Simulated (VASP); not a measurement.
**LuAsF6: relaxation of cell and atoms with PBEsol**

LuAsF6:

```
Lu As F
1.0
     3.57981    2.06680    2.32276
    -3.57981    2.06680    2.32276
     0.00000   -4.13361    2.32276
Lu As F
1 1 6
Cartesian
  0.0000 0.0000 0.0000
  0.0000 0.0000 3.4841
  1.1410 0.8440 2.4776
  0.1605 -1.4101 2.4776
  1.3015 -0.5661 4.4907
  -0.1605 1.4101 4.4907
  -1.1410 -0.8440 4.4907
  -1.3015 0.5661 2.4776
```

```json
{
  "Program": "VASP 6.6.1",
  "Task": "relaxation of cell and atoms",
  "Functional": "PBEsol",
  "Potentials or basis": "VASP PAW PBE potentials, release 64 (Lu, As, F)",
  "Cutoff": "600 eV",
  "k mesh": "4 × 4 × 4",
  "Occupations": "fermi-dirac, width 0.03 eV",
  "Spin": "no spin polarisation",
  "Dipole correction": "no",
  "Further INCAR settings": "ALGO = Normal; EDIFF = 1e-06; IBRION = 2; EDIFFG = -0.01; NSW = 100; ISIF = 3"
}
```

* Relaxed volume: 10.90 Å³/atom
* Relaxed cell: a = 4.454 Å, b = 4.454 Å, c = 4.454 Å, α = 95.22°, β = 95.22°, γ = 95.22°
* Space group after relaxing (to 0.1 Å): R-3 (No. 148)
* Energy gained by relaxing: 804.7 meV/atom
* Ionic steps: 36
* Pressure after relaxing: 0.0 GPa
* Largest force after relaxing: 0.004 eV/Å
* Band gap on the k mesh: 3.65 eV (least direct gap 3.82 eV)

Forces on the atoms (eV/Å):
```
Lu   0.000  0.000  0.000
As   0.000  0.000  0.000
F    0.001  0.003  0.000
F    0.002 -0.003  0.000
F    0.003  0.001  0.000
F   -0.002  0.003  0.000
F   -0.001 -0.003  0.000
F   -0.003 -0.001  0.000
```

Stress tensor (GPa, compression positive):
```
 0.04  0.00  0.00
 0.00  0.04  0.00
 0.00  0.00 -0.09
```

Step by step:
```csv
step,energy change (eV),largest force (eV/Å),pressure (GPa),volume (Å³)
1,0.0000,5.5786,22.55,103.11
2,-2.8455,0.6674,-19.47,132.61
3,-3.9390,0.9560,-11.92,121.33
4,-3.9557,1.1842,-10.71,120.14
5,-5.3018,0.6607,-9.26,108.73
6,-5.9867,0.5693,-2.22,96.82
7,-5.9866,0.5031,-2.68,97.35
8,-6.0532,0.3985,2.07,94.39
9,-6.0554,0.3481,1.37,94.82
10,-6.1015,0.2997,0.28,95.31
11,-6.1367,0.2277,-1.55,96.19
12,-6.1749,0.1374,-0.42,94.32
13,-6.1830,0.1558,0.61,92.94
14,-6.2039,0.1980,-0.03,92.92
15,-6.2100,0.2596,-0.49,92.89
16,-6.2314,0.2158,0.18,92.35
17,-6.2485,0.4189,1.44,91.38
18,-6.2580,0.4249,1.23,91.36
19,-6.2856,0.4384,0.67,91.29
20,-6.3312,0.4519,-0.43,91.15
21,-6.3309,0.5265,-2.86,90.86
22,-6.3512,0.4658,-1.47,91.03
23,-6.3864,0.3080,-1.76,90.32
24,-6.4176,0.1782,-2.06,88.27
25,-6.4201,0.1154,-2.05,88.72
26,-6.4321,0.0898,0.04,87.28
27,-6.4324,0.0900,0.34,87.06
28,-6.4353,0.0599,0.23,87.06
29,-6.4370,0.0433,-0.05,87.06
30,-6.4374,0.0187,0.06,87.02
31,-6.4374,0.0134,0.18,86.99
32,-6.4377,0.0076,0.02,87.13
33,-6.4377,0.0064,0.01,87.18
34,-6.4377,0.0057,-0.17,87.27
35,-6.4377,0.0057,-0.09,87.22
36,-6.4378,0.0036,0.00,87.19
```

Final structure:
```
Lu As F
1.0
     3.28971    1.89931    2.32577
    -3.28971    1.89931    2.32577
     0.00000   -3.79863    2.32577
Lu As F
1 1 6
Cartesian
  0.0000 0.0000 0.0000
  0.0000 0.0000 3.4887
  0.9783 1.1109 2.0727
  0.4729 -1.4027 2.0727
  1.4513 -0.2918 4.9046
  -0.4729 1.4027 4.9046
  -0.9783 -1.1109 4.9046
  -1.4513 0.2918 2.0727
```

Levels at points of the mesh, in eV from the valence-band top:
```
           k point  band 33  band 34  band 35  band 36  band 37  band 38  band 39  band 40
(0.00, 0.00, 0.00)    -2.64    -1.90    -1.90    -1.17     4.74     4.74     5.99     6.20
(0.50, 0.00, 0.00)    -2.53    -2.15    -1.98    -0.18     3.65     4.64     5.11     5.72
(0.50, 0.50, 0.00)    -2.46    -2.44    -2.19    -0.40     4.23     4.85     5.10     5.50
(0.50, 0.50, 0.50)    -2.41    -2.19    -2.19    -0.73     4.49     4.49     5.01     5.82
```

Run time: 66 min on 1 thread of Intel Xeon 8259CL (shared host), peak memory 0.3 GiB.

Caveat: the volume moved by over 15 % at a fixed basis, so the end points are rough; the PAW data sets were made with another functional, which shifts forces and pressure a little; spin-orbit coupling is left out, which moves the levels of the heavy elements. A k mesh can miss the band edges.
